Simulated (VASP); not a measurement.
# ZnS (R3m) in VASP: single point with r2SCAN

Aim: the single point of ZnS with r2SCAN.

All numbers are computed with VASP 6.6.1; they aren't measurements. Logs are shortened: lines on timing, memory, paths and dates and some standing lists are left out, and cuts for length are marked.

### 1 The cell of the first run

Symmetry: R3m, No. 160, trigonal system. Conventional cell: a = 3.714 Å, b = 3.714 Å, c = 9.825 Å, α = 90.00°, β = 90.00°, γ = 120.00°. Zn (site symmetry 3m) has 4 S at 2.30 to 2.46 Å within 3.0 Å. Within 3.0 Å of S (site symmetry 3m) lie 4 Zn at 2.30 to 2.46 Å.

### 2 Single point, r2SCAN

File POSCAR:

```
ZnS
1.0
    0.1400676333      2.7663357586      2.7663357586
    2.7663357586      0.1400676333      2.7663357586
    2.7663357586      2.7663357586      0.1400676333
Zn S
1 1
Direct
    0.0000000000      0.0000000000      0.0000000000
    0.7500000000      0.7500000000      0.7500000000
```

File INCAR.step1:

```
ALGO = Normal ; EDIFF = 1E-4
ENCUT = 520 ; GGA = PE
ISMEAR = 0 ; LASPH = T
LCHARG = F ; LREAL = F
LWAVE = T ; NBANDS = 16
NELM = 80 ; PREC = Accurate
SIGMA = 0.05
```

File INCAR.step2:

```
ALGO = Normal ; EDIFF = 1E-6
ENCUT = 520 ; ISIF = 2
ISMEAR = 0 ; ISTART = 1
LASPH = T ; LCHARG = T
LELF = T ; LMIXTAU = T
LREAL = F ; LVHAR = T
LWAVE = F ; METAGGA = R2SCAN
NBANDS = 16 ; NELM = 80
PREC = Accurate ; SIGMA = 0.05
```

File KPOINTS:

```
k-points
0
Gamma
  8 8 8
```

Potentials or basis: VASP PAW PBE potentials, release 64 (Zn, S).

The run is started by

```console
$ cat potpaw_PBE.64/Zn/POTCAR potpaw_PBE.64/S/POTCAR > POTCAR
$ cp INCAR.step1 INCAR
$ mpirun -np 1 vasp_std > vasp.out
$ cp INCAR.step2 INCAR
$ mpirun -np 1 vasp_std > vasp.out
```

OUTCAR:

```text
EDIFF = 1E-6
   ENCUT = 520
   ISIF = 2
   ISMEAR = 0
   ISTART = 1
   LASPH = T
   LREAL = F
   METAGGA = R2SCAN
   NELM = 80
   PREC = Accurate

 ion  position               nearest neighbor table
   1  0.000  0.000  0.000-   2 2.30   2 2.30   2 2.30   2 2.46
   2  0.750  0.750  0.750-   1 2.30   1 2.30   1 2.30   1 2.46

  LATTYP: Found a trigonal (rhomboedric) cell.
 ALAT       =     3.9146961569
 COS(alpha) =     0.5499279885

  Lattice vectors:

 A1 = (   0.1400676333,   2.7663357586,   2.7663357586)
 A2 = (   2.7663357586,   0.1400676333,   2.7663357586)
 A3 = (   2.7663357586,   2.7663357586,   0.1400676333)

Analysis of symmetry for initial positions (statically):
=====================================================================
 Subroutine PRICEL returns:
 Original cell was already a primitive cell.

 Routine SETGRP: Setting up the symmetry group for a
 trigonal (rhombohedral) supercell.

 Subroutine GETGRP returns: Found  6 space group operations
 (whereof  6 operations were pure point group operations)
 out of a pool of 12 trial point group operations.

The static configuration has the point symmetry C_3v.

Analysis of symmetry for dynamics (positions and initial velocities):
=====================================================================
 Subroutine PRICEL returns:
 Original cell was already a primitive cell.

 Routine SETGRP: Setting up the symmetry group for a
 trigonal (rhombohedral) supercell.

 Subroutine GETGRP returns: Found  6 space group operations
 (whereof  6 operations were pure point group operations)
 out of a pool of 12 trial point group operations.

The dynamic configuration has the point symmetry C_3v.

 Subroutine INISYM returns: Found  6 space group operations
 (whereof  6 operations are pure point group operations),
 and found     1 'primitive' translations

----------------------------------------------------------------------------------------

                                     Primitive cell

  volume of cell :      39.1265

  direct lattice vectors                    reciprocal lattice vectors
     0.140067633  2.766335759  2.766335759    -0.195085062  0.185683372  0.185683372
     2.766335759  0.140067633  2.766335759     0.185683372 -0.195085062  0.185683372
[... 77 lines left out ...]
   ISTART =      1    job   : 0-new  1-cont  2-samecut
   ICHARG =      0    charge: 1-file 2-atom 10-const
   ISPIN  =      1    spin polarized calculation?
   LNONCOLLINEAR =      F non collinear calculations
   LSORBIT =      F    spin-orbit coupling
   LASPH  =      T    aspherical Exc in radial PAW
   ENCUT  =  520.0 eV  38.22 Ry    6.18 a.u.   7.28  7.28  7.28*2*pi/ulx,y,z
   NELM   =     80;   NELMIN=  2; NELMDL=  0     # of ELM steps
   EDIFF  = 0.1E-05   stopping-criterion for ELM
   LREAL  =      F    real-space projection
   EDIFFG = 0.1E-04   stopping-criterion for IOM
   NSW    =      0    number of steps for IOM
   IBRION =     -1    ionic relax: 0-MD 1-quasi-New 2-CG
   NFREE  =      0    steps in history (QN), initial steepest desc. (CG)
   ISIF   =      2    stress and relaxation
   ISYM   =      2    0-nonsym 1-usesym 2-fastsym
   POTIM  = 0.5000    time-step for ionic-motion
   TEBEG  =    0.0;   TEEND  =   0.0 temperature during run
   PSTRESS=    0.0 pullay stress
   NELECT =      18.0000    total number of electrons
   NUPDOWN=      -1.0000    fix difference up-down
   EMIN   =  10.00;   EMAX   =-10.00  energy-range for DOS
   EFERMI =   0.00;   METHOD = LEGACY
   ISMEAR =     0;   SIGMA  =   0.05  broadening in eV -4-tet -1-fermi 0-gaus
   EFERMI_NEDOS =   21; number of points for ismear=-14 and -15
   IALGO  =     38    algorithm
   IMIX   =      4    mixing-type and parameters
     AMIX     =   0.40;   BMIX     =  1.00
     AMIX_MAG =   1.60;   BMIX_MAG =  1.00
  volume/ion in A,a.u.               =      19.56       132.02
  Fermi-wavevector in a.u.,A,eV,Ry     =   1.263791  2.388219 21.730795  1.597168
  Thomas-Fermi vector in A             =   2.397130
   LORBIT       =      0    0 simple, 1 ext, 2 COOP (PROOUT), +10 PAW based schemes
   METAGGA = R2SCAN    functional components
   LHFCALC =     F    Hartree Fock is set to
   AEXX    =    0.0000 exact exchange contribution
   IVDW    =     0    specifies the selected vdW correction
   LEPSILON=     F    determine dielectric tensor
   LRPA    =     F    only Hartree local field effects (RPA)
 non-spin polarized calculation
 Gauss-broadening in eV      SIGMA  =   0.05
  energy-cutoff  :      520.00
  volume of cell :       39.13
 maximum number of plane-waves:      1069
 NGX is ok and might be reduce to    30
   NGX = 15   NGY = 15   NGZ = 15

 number of electron      18.0000000 magnetization

 Free energy of the ion-electron system (eV)
  ---------------------------------------------------
  ext. energy  EPLUGINS =         0.00000000
  ---------------------------------------------------
  free energy    TOTEN  =       -18.80097678 eV

  energy without entropy =      -18.80097678  energy(sigma->0) =      -18.80097678

 E-fermi :   2.2359     XC(G=0): -10.3225

 val. band max:        2.0307551501   @ k =   0.0000   0.0000   0.0000
 cond. band min:       4.5158762884   @ k =   0.0000   0.0000   0.0000
 fundamental gap:      2.4851211383
 Fermi energy:         2.2359229967

 k-point     1 :       0.0000    0.0000    0.0000
  band No.  band energies     occupation
      1     -11.8407      2.00000
      2      -4.6586      2.00000
      3      -4.6586      2.00000
      4      -4.6029      2.00000
      5      -4.0810      2.00000
      6      -4.0810      2.00000
[... 433 lines left out ...]
      3      -4.5519      2.00000
      4      -4.4761      2.00000
      5      -4.0877      2.00000
      6      -4.0614      2.00000
[... 8 lines left out ...]
     15      14.3818      0.00000
     16      15.6026      0.00000

 [... further k-points ...]
[... 5 lines left out ...]
  --------------------------------------------------------------------------------------
  -------------------------------------------------------------------------------------
  Total        0.1828999      0.1828999      0.1828999     -0.8235705     -0.8235705     -0.8235705
  in kB        7.4895070      7.4895070      7.4895070    -33.7241025    -33.7241025    -33.7241025
  external PRESSURE =       7.4895070 kB  Pullay stress =       0.0000000 kB

 VOLUME and BASIS-vectors are now :
 -----------------------------------------------------------------------------
  energy-cutoff  :      520.00
  volume of cell :       39.13
      direct lattice vectors                 reciprocal lattice vectors
     0.140067633  2.766335759  2.766335759    -0.195085062  0.185683372  0.185683372
     2.766335759  0.140067633  2.766335759     0.185683372 -0.195085062  0.185683372
     2.766335759  2.766335759  0.140067633     0.185683372  0.185683372 -0.195085062

 POSITION                                       TOTAL-FORCE (eV/Angst)
 -----------------------------------------------------------------------------------
      0.00000      0.00000      0.00000        -0.208820     -0.208820     -0.208820
      4.25455      4.25455      4.25455         0.208820      0.208820      0.208820
 -----------------------------------------------------------------------------------
    total drift:                               -0.000496     -0.000496     -0.000496

  FREE ENERGIE OF THE ION-ELECTRON SYSTEM (eV)
  ---------------------------------------------------
  free  energy   TOTEN  =       -18.8009767833 eV

  energy  without entropy=      -18.8009767833  energy(sigma->0) =      -18.80097678
```

OUTCAR.step1:

```text
EDIFF = 1E-4
   ENCUT = 520
   GGA = PE
   ISMEAR = 0
   LASPH = T
[... 678 lines left out ...]
 -----------------------------------------------------------------------------------
      0.00000      0.00000      0.00000        -0.227466     -0.227466     -0.227466
      4.25455      4.25455      4.25455         0.227466      0.227466      0.227466
 -----------------------------------------------------------------------------------
    total drift:                                0.000304      0.000304      0.000304

  FREE ENERGIE OF THE ION-ELECTRON SYSTEM (eV)
  ---------------------------------------------------
  free  energy   TOTEN  =        -6.7781370571 eV

  energy  without entropy=       -6.7781370571  energy(sigma->0) =       -6.77813706
```

OSZICAR.step1:

```text
N       E                     dE             d eps       ncg     rms          rms(c)
DAV:   1     0.910552486986E+02    0.91055E+02   -0.91074E+03  2080   0.136E+03
DAV:   2    -0.131513128464E+01   -0.92370E+02   -0.86384E+02  2424   0.264E+02
DAV:   3    -0.715841320683E+01   -0.58433E+01   -0.58196E+01  2600   0.645E+01
DAV:   4    -0.721878647049E+01   -0.60373E-01   -0.60362E-01  2504   0.686E+00
DAV:   5    -0.721948855170E+01   -0.70208E-03   -0.70207E-03  2656   0.701E-01    0.714E+00
DAV:   6    -0.680062395991E+01    0.41886E+00   -0.74857E-01  3144   0.304E+01    0.554E+00
DAV:   7    -0.677854842876E+01    0.22076E-01   -0.26296E-01  2592   0.463E+00    0.277E+00
DAV:   8    -0.677777173115E+01    0.77670E-03   -0.58703E-03  2672   0.967E-01    0.719E-01
DAV:   9    -0.677798012681E+01   -0.20840E-03   -0.13480E-03  2584   0.289E-01    0.947E-02
DAV:  10    -0.677813831889E+01   -0.15819E-03   -0.20216E-04  2576   0.108E-01    0.330E-02
DAV:  11    -0.677813705705E+01    0.12618E-05   -0.28369E-05  1296   0.480E-02
   1 F= -.67781371E+01 E0= -.67781371E+01  d E =-.995280E-13
```

Wall time 75 s (1 thread of Intel Xeon 6975P-C (Granite Rapids), shared host); peak memory 0.19 GiB.

Results:

```
Free energy            : -18.8010 eV
Pressure               : 0.7 GPa
Largest force          : 0.362 eV/Å
Band gap on the k mesh : 2.49 eV, direct
```

Forces on the atoms (eV/Å):
```
Zn  -0.209 -0.209 -0.209
S    0.209  0.209  0.209
```

Caveat: the PAW data sets were made with another functional, which shifts forces and pressure a little.
